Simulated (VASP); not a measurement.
CuO, 4 atoms in the cell. Symmetry: P6_3mc, No. 186, hexagonal system. The conventional cell has a = 3.288 Å, b = 3.288 Å, c = 5.385 Å, α = 90.00°, β = 90.00°, γ = 120.00°. Cu (site symmetry 3m) has 4 O at 2.01 to 2.02 Å within 2.7 Å. O (site symmetry 3m) has 4 Cu at 2.01 to 2.02 Å within 2.7 Å. 

- Program: VASP 6.6.1
- Task: single point
- Functional: LDA
- Potentials or basis: VASP PAW LDA potentials, release 64 (Cu, O)
- Cutoff: 520 eV
- k mesh: 7 × 7 × 4
- Occupations: gaussian, width 0.05 eV
- Spin: non-collinear spin, typed start, spin-orbit coupling
- Starting moments: [[0.0, 0.0, 1.0], [0.0, 0.0, -1.0], [0.0, 0.0, 0.0], [0.0, 0.0, 0.0]] μB
- Hubbard terms: Cu d U = 7.0 eV, J = 0.7 eV
- Dipole correction: no
- LDAUTYPE: 1
- Hund's J: 0.7
- Further INCAR settings: ALGO = Normal; EDIFF = 1e-06; NBANDS = 48

Potentials or basis: VASP PAW LDA potentials, release 64 (Cu, O).

The run is started by

```console
$ cat potpaw_LDA.64/Cu/POTCAR potpaw_LDA.64/O/POTCAR > POTCAR
$ mpirun -np 1 vasp_ncl > vasp.out
```

Hardware: 1 thread of Intel(R) Xeon(R) 6975P-C (Granite Rapids), on a shared host.

Estimate the wall time of this run.

Wall time 5.7 min on 1 thread of Intel(R) Xeon(R) 6975P-C (Granite Rapids) (shared host), peak memory 0.34 GiB. Counts: scf iterations 58, k points 48.
